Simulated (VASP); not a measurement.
# Sr (Fm-3m) in VASP: further runs, part 2 of 3

VASP 6.6.1.

## 4. Electric field gradients, PBE (54.63 Å³/atom)

This run uses another cell than the first one, of 54.63 Å³/atom.

INCAR reads:

```
SYSTEM = Sr
ALGO = Normal ; EDIFF = 1E-8
ENCUT = 520 ; GGA = PE
ISIF = 2 ; ISMEAR = -1
LASPH = .TRUE. ; LCHARG = .FALSE.
LEFG = .TRUE. ; LREAL = .FALSE.
LWAVE = .FALSE. ; NBANDS = 11
NELM = 80 ; PREC = Accurate
SIGMA = 0.08
```

KPOINTS reads:

```
k-points
0
G
  10 10 10
  0 0 0
```

POSCAR reads:

```
Sr
1.0
    0.0000000000      3.0116170907      3.0116170907
    3.0116170907      0.0000000000      3.0116170907
    3.0116170907      3.0116170907      0.0000000000
Sr
1
Direct
    0.0000000000      0.0000000000      0.0000000000
```

Potentials or basis: VASP PAW PBE potentials, release 64 (Sr_sv).

On the command line:

```console
cat potpaw_PBE.64/Sr_sv/POTCAR > POTCAR
mpirun -np 1 vasp_std > vasp.out
```

OUTCAR:

```text
SYSTEM = Sr
   EDIFF = 1E-8
   ENCUT = 520
   GGA = PE
   ISIF = 2
   ISMEAR = -1
   LASPH = .TRUE.
   LREAL = .FALSE.
   NELM = 80
   PREC = Accurate

 ion  position               nearest neighbor table
   1  0.000  0.000  0.000-

  LATTYP: Found a face centered cubic cell.
 ALAT       =     6.0232341814

  Lattice vectors:

 A1 = (   0.0000000000,   3.0116170907,   3.0116170907)
 A2 = (   3.0116170907,   0.0000000000,   3.0116170907)
 A3 = (   3.0116170907,   3.0116170907,   0.0000000000)

Analysis of symmetry for initial positions (statically):
=====================================================================
 Subroutine PRICEL returns:
 Original cell was already a primitive cell.

 Routine SETGRP: Setting up the symmetry group for a
 face centered cubic supercell.

 Subroutine GETGRP returns: Found 48 space group operations
 (whereof 48 operations were pure point group operations)
 out of a pool of 48 trial point group operations.

The static configuration has the point symmetry O_h .

Analysis of symmetry for dynamics (positions and initial velocities):
=====================================================================
 Subroutine PRICEL returns:
 Original cell was already a primitive cell.

 Routine SETGRP: Setting up the symmetry group for a
 face centered cubic supercell.

 Subroutine GETGRP returns: Found 48 space group operations
 (whereof 48 operations were pure point group operations)
 out of a pool of 48 trial point group operations.

The dynamic configuration has the point symmetry O_h .

 Subroutine INISYM returns: Found 48 space group operations
 (whereof 48 operations are pure point group operations),
 and found     1 'primitive' translations

----------------------------------------------------------------------------------------

                                     Primitive cell

  volume of cell :      54.6298

  direct lattice vectors                    reciprocal lattice vectors
     0.000000000  3.011617091  3.011617091    -0.166023762  0.166023762  0.166023762
     3.011617091  0.000000000  3.011617091     0.166023762 -0.166023762  0.166023762
     3.011617091  3.011617091  0.000000000     0.166023762  0.166023762 -0.166023762

  length of vectors
     4.259069734  4.259069734  4.259069734     0.287561592  0.287561592  0.287561592

  position of ions in fractional coordinates (direct lattice)
     0.000000000  0.000000000  0.000000000

  ion indices of the primitive-cell ions
   primitive index   ion index
                 1           1

----------------------------------------------------------------------------------------

 KPOINTS: k-points

Automatic generation of k-mesh.
 Grid dimensions read from file:
 generate k-points for:   10   10   10

 Generating k-lattice:

[... 63 lines left out ...]
   EDIFFG = 0.1E-06   stopping-criterion for IOM
   NSW    =      0    number of steps for IOM
   IBRION =     -1    ionic relax: 0-MD 1-quasi-New 2-CG
   NFREE  =      0    steps in history (QN), initial steepest desc. (CG)
   ISIF   =      2    stress and relaxation
   ISYM   =      2    0-nonsym 1-usesym 2-fastsym
   POTIM  = 0.5000    time-step for ionic-motion
   TEBEG  =    0.0;   TEEND  =   0.0 temperature during run
   PSTRESS=    0.0 pullay stress
   NELECT =      10.0000    total number of electrons
   NUPDOWN=      -1.0000    fix difference up-down
   EMIN   =  10.00;   EMAX   =-10.00  energy-range for DOS
   EFERMI =   0.00;   METHOD = LEGACY
   ISMEAR =    -1;   SIGMA  =   0.08  broadening in eV -4-tet -1-fermi 0-gaus
   EFERMI_NEDOS =   21; number of points for ismear=-14 and -15
   IALGO  =     38    algorithm
   IMIX   =      4    mixing-type and parameters
     AMIX     =   0.40;   BMIX     =  1.00
     AMIX_MAG =   1.60;   BMIX_MAG =  1.00
  volume/ion in A,a.u.               =      54.63       368.66
  Fermi-wavevector in a.u.,A,eV,Ry     =   0.929534  1.756564 11.755878  0.864033
  Thomas-Fermi vector in A             =   2.055826
   LORBIT       =      0    0 simple, 1 ext, 2 COOP (PROOUT), +10 PAW based schemes
   GGA     = PE    functional components
   LHFCALC =     F    Hartree Fock is set to
   AEXX    =    0.0000 exact exchange contribution
   IVDW    =     0    specifies the selected vdW correction
   LEPSILON=     F    determine dielectric tensor
   LRPA    =     F    only Hartree local field effects (RPA)
 non-spin polarized calculation
  energy-cutoff  :      520.00
  volume of cell :       54.63
 maximum number of plane-waves:      1488
   NGX = 15   NGY = 15   NGZ = 15

 number of electron      10.0000000 magnetization

 Free energy of the ion-electron system (eV)
  ---------------------------------------------------
  ext. energy  EPLUGINS =         0.00000000
  ---------------------------------------------------
  free energy    TOTEN  =        -1.65198412 eV

  energy without entropy =       -1.62416818  energy(sigma->0) =       -1.63807615

 E-fermi :   1.6054     XC(G=0):  -7.3704

 val. band max:        1.6024508121   @ k =  -0.3000   0.4000   0.1000
 cond. band min:       1.6060871427   @ k =  -0.4000   0.3000   0.0000
 fundamental gap:      0.0036363306
 Fermi energy:         1.6054097363

 k-point     1 :       0.0000    0.0000    0.0000
  band No.  band energies     occupation
      1     -34.9999      2.00000
      2     -16.8866      2.00000
      3     -16.8866      2.00000
      4     -16.8866      2.00000
      5      -2.0491      2.00000
      6       3.9570      0.00000
      7       3.9570      0.00000
      8       3.9570      0.00000
      9       5.4340      0.00000
     10       5.4340      0.00000
     11       8.7306      0.00000
[... 309 lines left out ...]
 k-point    24 :       0.4000    0.3000    0.0000
  band No.  band energies     occupation
      1     -34.9846      2.00000
      2     -17.0393      2.00000
      3     -16.9489      2.00000
      4     -16.9427      2.00000
      5       0.2335      2.00000
      6       2.2319      0.00079
      7       2.9510      0.00000
      8       5.0998      0.00000
      9       5.4494      0.00000
     10       6.3904      0.00000
     11       8.0639      0.00000

 [... further k-points ...]
[... 5 lines left out ...]
  --------------------------------------------------------------------------------------
  -------------------------------------------------------------------------------------
  Total        0.0276509      0.0276509      0.0276509      0.0000000      0.0000000     -0.0000000
  in kB        0.8109444      0.8109444      0.8109444      0.0000000      0.0000000     -0.0000000
  external PRESSURE =       0.8109444 kB  Pullay stress =       0.0000000 kB

 VOLUME and BASIS-vectors are now :
 -----------------------------------------------------------------------------
  energy-cutoff  :      520.00
  volume of cell :       54.63
      direct lattice vectors                 reciprocal lattice vectors
     0.000000000  3.011617091  3.011617091    -0.166023762  0.166023762  0.166023762
     3.011617091  0.000000000  3.011617091     0.166023762 -0.166023762  0.166023762
     3.011617091  3.011617091  0.000000000     0.166023762  0.166023762 -0.166023762

 POSITION                                       TOTAL-FORCE (eV/Angst)
 -----------------------------------------------------------------------------------
      0.00000      0.00000      0.00000        -0.000000     -0.000000     -0.000000
 -----------------------------------------------------------------------------------
    total drift:                                0.000000      0.000000      0.000000

  FREE ENERGIE OF THE ION-ELECTRON SYSTEM (eV)
  ---------------------------------------------------
  free  energy   TOTEN  =        -1.6519841169 eV

  energy  without entropy=       -1.6241681810  energy(sigma->0) =       -1.63807615

 Electric field gradients (V/A^2)
---------------------------------------------------------------------
 ion       V_xx      V_yy      V_zz      V_xy      V_xz      V_yz
---------------------------------------------------------------------
   1       0.000     0.000     0.000    -0.000    -0.000    -0.000
---------------------------------------------------------------------

 Electric field gradients after diagonalization (V/A^2)
 (convention: |V_zz| > |V_xx| > |V_yy|)
----------------------------------------------------------------------
 ion       V_xx      V_yy      V_zz     asymmetry (V_yy - V_xx)/ V_zz
----------------------------------------------------------------------
   1       0.000     0.000    -0.000       0.000
----------------------------------------------------------------------

           NMR quadrupolar parameters

 Cq : quadrupolar parameter    Cq=e*Q*V_zz/h
 eta: asymmetry parameters     (V_yy - V_xx)/ V_zz
 Q  : nuclear electric quadrupole moment in mb (millibarn)
----------------------------------------------------------------------
 ion       Cq(MHz)       eta       Q (mb)
----------------------------------------------------------------------
   1      -0.000       0.000       1.000
----------------------------------------------------------------------
```

OSZICAR:

```text
N       E                     dE             d eps       ncg     rms          rms(c)
DAV:   1     0.336267306323E+02    0.33627E+02   -0.48275E+03  1034   0.785E+02
DAV:   2    -0.747280520048E-01   -0.33701E+02   -0.33057E+02  1196   0.150E+02
DAV:   3    -0.156054688954E+01   -0.14858E+01   -0.14647E+01  1449   0.230E+01
DAV:   4    -0.164838585216E+01   -0.87839E-01   -0.87637E-01  1416   0.509E+00
DAV:   5    -0.165058225144E+01   -0.21964E-02   -0.21963E-02  1395   0.650E-01    0.114E+01
DAV:   6    -0.165141120961E+01   -0.82896E-03   -0.66031E-03  1255   0.923E-01    0.643E+00
DAV:   7    -0.165197080992E+01   -0.55960E-03   -0.11453E-02  1111   0.121E+00    0.283E-01
DAV:   8    -0.165195460365E+01    0.16206E-04   -0.13093E-03  1608   0.214E-01    0.652E-02
DAV:   9    -0.165197369720E+01   -0.19094E-04   -0.17575E-05  1239   0.330E-02    0.280E-02
DAV:  10    -0.165198466093E+01   -0.10964E-04   -0.48816E-06  1224   0.192E-02    0.459E-03
DAV:  11    -0.165198407845E+01    0.58248E-06   -0.31095E-07  1269   0.463E-03    0.435E-03
DAV:  12    -0.165198409102E+01   -0.12577E-07   -0.75216E-08  1678   0.146E-03    0.218E-03
DAV:  13    -0.165198414082E+01   -0.49802E-07   -0.34027E-09   709   0.433E-04    0.343E-04
DAV:  14    -0.165198411867E+01    0.22152E-07   -0.30714E-09   627   0.334E-04    0.124E-04
DAV:  15    -0.165198411689E+01    0.17851E-08   -0.10916E-09   601   0.178E-04
   1 F= -.16519841E+01 E0= -.16380761E+01  d E =-.278159E-01
```

It took 35 s on 1 thread of Intel Xeon 8259CL, shared host; peak memory 0.18 GiB.

What came out:

```
Free energy                             : -1.6520 eV
Pressure                                : 0.1 GPa
Band gap on the k mesh                  : zero (bands 5 and 6 overlap by 0.04 eV)
Largest electric field gradient by atom : under 0.05 V/Å² on every atom
```

Levels at points of the mesh, in eV from the Fermi level:
| k point | band 2 | band 3 | band 4 | band 5 | band 6 | band 7 | band 8 | band 9 |
| --- | --- | --- | --- | --- | --- | --- | --- | --- |
| (0.00, 0.00, 0.00) | -18.49 | -18.49 | -18.49 | -3.65 | 2.35 | 2.35 | 2.35 | 3.83 |
| (0.50, 0.00, 0.00) | -18.69 | -18.52 | -18.52 | -1.12 | 0.07 | 2.19 | 2.19 | 4.88 |
| (0.50, 0.50, 0.00) | -18.68 | -18.57 | -18.57 | -0.65 | 0.34 | 1.07 | 4.88 | 5.18 |

## 5. Electric field gradients, PBE

INCAR reads:

```
SYSTEM = Sr
  PREC = Accurate
  ENCUT = 520
  EDIFF = 1E-8
  ISMEAR = -1
  SIGMA = 0.08
  LREAL = .False.
  LASPH = .True.
  NELM = 100
  ALGO = Normal
  ISIF = 2
  LWAVE = .False.
  LCHARG = .False.
  GGA = PE
  LEFG = .True.
  NBANDS = 11
```

KPOINTS reads:

```
regular mesh
0
Gamma
  10 10 10
  0 0 0
```

POSCAR reads:

```
Sr
1.0
    0.0000000000      3.0423500000      3.0423500000
    3.0423500000      0.0000000000      3.0423500000
    3.0423500000      3.0423500000      0.0000000000
Sr
1
Direct
    0.0000000000      0.0000000000      0.0000000000
```

Potentials or basis: VASP PAW PBE potentials, release 64 (Sr_sv).

On the command line:

```console
cat potpaw_PBE.64/Sr_sv/POTCAR > POTCAR
mpirun -np 1 vasp_std > vasp.out
```

OUTCAR:

```text
SYSTEM = Sr
   PREC = Accurate
   ENCUT = 520
   EDIFF = 1E-8
   ISMEAR = -1
   LREAL = .False.
   LASPH = .True.
   NELM = 100
   ISIF = 2
   GGA = PE

 ion  position               nearest neighbor table
   1  0.000  0.000  0.000-

  LATTYP: Found a face centered cubic cell.
 ALAT       =     6.0847000000

  Lattice vectors:

 A1 = (   0.0000000000,   3.0423500000,   3.0423500000)
 A2 = (   3.0423500000,   0.0000000000,   3.0423500000)
 A3 = (   3.0423500000,   3.0423500000,   0.0000000000)

Analysis of symmetry for initial positions (statically):
=====================================================================
 Subroutine PRICEL returns:
 Original cell was already a primitive cell.

 Routine SETGRP: Setting up the symmetry group for a
 face centered cubic supercell.

 Subroutine GETGRP returns: Found 48 space group operations
 (whereof 48 operations were pure point group operations)
 out of a pool of 48 trial point group operations.

The static configuration has the point symmetry O_h .

Analysis of symmetry for dynamics (positions and initial velocities):
=====================================================================
 Subroutine PRICEL returns:
 Original cell was already a primitive cell.

 Routine SETGRP: Setting up the symmetry group for a
 face centered cubic supercell.

 Subroutine GETGRP returns: Found 48 space group operations
 (whereof 48 operations were pure point group operations)
 out of a pool of 48 trial point group operations.

The dynamic configuration has the point symmetry O_h .
[... 157 lines left out ...]
      5      -2.1058      2.00000
      6       3.8200      0.00000
      7       3.8200      0.00000
      8       3.8200      0.00000
      9       5.2488      0.00000
     10       5.2488      0.00000
     11       8.5336      0.00000
[... 309 lines left out ...]
 k-point    24 :       0.4000    0.3000    0.0000
  band No.  band energies     occupation
      1     -35.1507      2.00000
      2     -17.1922      2.00000
      3     -17.1115      2.00000
      4     -17.1059      2.00000
      5       0.1338      2.00000
      6       2.1418      0.00064
      7       2.8283      0.00000
      8       4.9202      0.00000
      9       5.2548      0.00000
     10       6.1711      0.00000
     11       7.7536      0.00000

 [... further k-points ...]

------------------------ aborting loop because EDIFF is reached ----------------------------------------

  FORCE on cell =-STRESS in cart. coord.  units (eV):
  Direction    XX          YY          ZZ          XY          YZ          ZX
  --------------------------------------------------------------------------------------
  -------------------------------------------------------------------------------------
  Total       -0.0939442     -0.0939442     -0.0939442      0.0000000      0.0000000      0.0000000
  in kB       -2.6725317     -2.6725317     -2.6725317      0.0000000      0.0000000      0.0000000
  external PRESSURE =      -2.6725317 kB  Pullay stress =       0.0000000 kB

 VOLUME and BASIS-vectors are now :
 -----------------------------------------------------------------------------
  energy-cutoff  :      520.00
  volume of cell :       56.32
      direct lattice vectors                 reciprocal lattice vectors
     0.000000000  3.042350000  3.042350000    -0.164346640  0.164346640  0.164346640
     3.042350000  0.000000000  3.042350000     0.164346640 -0.164346640  0.164346640
     3.042350000  3.042350000  0.000000000     0.164346640  0.164346640 -0.164346640

 POSITION                                       TOTAL-FORCE (eV/Angst)
 -----------------------------------------------------------------------------------
      0.00000      0.00000      0.00000         0.000000     -0.000000     -0.000000
 -----------------------------------------------------------------------------------
    total drift:                                0.000000      0.000000      0.000000

  FREE ENERGIE OF THE ION-ELECTRON SYSTEM (eV)
  ---------------------------------------------------
  free  energy   TOTEN  =        -1.6510491245 eV

  energy  without entropy=       -1.6225713536  energy(sigma->0) =       -1.63681024

 Electric field gradients (V/A^2)
---------------------------------------------------------------------
 ion       V_xx      V_yy      V_zz      V_xy      V_xz      V_yz
---------------------------------------------------------------------
   1       0.000     0.000    -0.000    -0.000    -0.000    -0.000
---------------------------------------------------------------------

 Electric field gradients after diagonalization (V/A^2)
 (convention: |V_zz| > |V_xx| > |V_yy|)
----------------------------------------------------------------------
 ion       V_xx      V_yy      V_zz     asymmetry (V_yy - V_xx)/ V_zz
----------------------------------------------------------------------
   1       0.000     0.000    -0.000       0.000
----------------------------------------------------------------------

           NMR quadrupolar parameters

 Cq : quadrupolar parameter    Cq=e*Q*V_zz/h
 eta: asymmetry parameters     (V_yy - V_xx)/ V_zz
 Q  : nuclear electric quadrupole moment in mb (millibarn)
----------------------------------------------------------------------
 ion       Cq(MHz)       eta       Q (mb)
----------------------------------------------------------------------
   1      -0.000       0.000       1.000
----------------------------------------------------------------------
```

Run time: 35 s. Hardware: 1 thread of Intel Xeon 8259CL, shared host; peak memory 0.18 GiB.

Results:

| Item | Value |
| --- | --- |
| Free energy | -1.6510 eV |
| Pressure | -0.3 GPa |
| Band gap on the k mesh | zero (bands 5 and 6 overlap by 0.05 eV) |
| Largest electric field gradient by atom | under 0.05 V/Å² on every atom |

(Part 2 of 3 ends here.)
